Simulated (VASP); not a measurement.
# Si2Mo: single point with PBE

Si2Mo:

```
CELL_PARAMETERS angstrom
3.21685 -3.21685 0.00000
-3.21685 -3.21685 0.00000
0.00000 0.00000 -7.87302
ATOMIC_POSITIONS crystal
Si 0.00000 0.50000 0.16490
Si 0.50000 0.50000 0.66490
Si 0.50000 0.00000 0.16490
Si 0.00000 0.00000 0.66490
Si 0.00000 0.50000 0.83510
Si 0.50000 0.50000 0.33510
Si 0.50000 0.00000 0.83510
Si 0.00000 0.00000 0.33510
Mo 0.00000 0.00000 0.00000
Mo 0.50000 0.00000 0.50000
Mo 0.50000 0.50000 0.00000
Mo 0.00000 0.50000 0.50000
```

```
Program                : VASP 6.6.1
Task                   : single point
Functional             : PBE
Potentials or basis    : VASP PAW PBE potentials, release 64 (Si, Mo_sv)
Cutoff                 : 520 eV
k mesh                 : 10 × 10 × 6
Occupations            : gaussian, width 0.15 eV
Spin                   : no spin polarisation
Dipole correction      : no
Further INCAR settings : ALGO = Normal; EDIFF = 1e-06; NBANDS = 56
```

```json
{
 "Pressure": "0.2 GPa",
 "Band gap on the k mesh": "zero (bands 44 and 45 overlap by 0.80 eV)"
}
```

Levels at points of the mesh, in eV from the Fermi level:
```tsv
k point	band 40	band 41	band 42	band 43	band 44	band 45	band 46	band 47	band 48	band 49
(0.00, 0.00, 0.00)	-1.24	-0.59	-0.59	-0.51	-0.51	0.34	0.47	2.24	2.24	2.65
(0.50, 0.00, 0.00)	-1.98	-1.62	-1.62	-0.84	-0.84	0.29	0.29	1.70	1.70	2.46
(0.50, 0.50, 0.00)	-2.38	-0.70	-0.70	-0.70	-0.70	1.83	1.83	1.83	1.83	3.23
(0.00, 0.00, 0.50)	-2.07	-2.07	-2.07	0.25	0.25	0.40	0.40	1.64	1.64	1.64
(0.50, 0.00, 0.50)	-2.29	-2.21	-2.21	-2.21	-2.21	1.51	1.51	1.51	1.51	1.91
(0.50, 0.50, 0.50)	-2.55	-0.51	-0.51	-0.51	-0.51	2.19	2.19	2.19	2.19	3.05
```

Run time: 7.6 min on 1 thread of Intel(R) Xeon(R) Platinum 8488C (Sapphire Rapids) (shared host), peak memory 0.63 GiB.
